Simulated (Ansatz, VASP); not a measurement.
# HgSe: VASP beside Ansatz

```
Hg Se
1.0
     0.00000    3.13012    3.13012
     3.13012    0.00000    3.13012
     3.13012    3.13012    0.00000
Hg Se
1 1
Direct
  0.00000 0.00000 0.00000
  0.75000 0.75000 0.75000
```

Alike in both runs: functional PBE; k mesh 12 × 12 × 12; occupations gaussian, width 0.1 eV; no spin polarisation.

Ansatz relaxed the structure, and its values are those at the end. VASP's run is a single point on that final structure, the one shown.

|  | VASP | Ansatz |
| --- | --- | --- |
| version | VASP 6.6.1 | Ansatz 0.2.0 |
| potentials or method | VASP PAW PBE potentials, release 64 (Hg, Se), cutoff 500 eV | scalar-relativistic, plane waves, PAW |
| valence electrons in the cell | 18 | 36 |

VASP gave:

| Item | Value |
| --- | --- |
| gap on the k mesh at the Fermi level (eV) | none |
| pressure (GPa) | 0.2 |

Problem. Which values does Ansatz return?

Solution. gap on the k mesh at the Fermi level (eV): none; pressure (GPa): 0.0.

A gap of «none» marks a metal or a gap that the smearing closes. With one functional, cell and mesh, what is left measures potentials, basis and numerics. VASP's potentials hold 18 valence electrons a cell and Ansatz's 36, so a difference there can come from the potentials and not from the codes.

Spin-orbit coupling is off throughout.
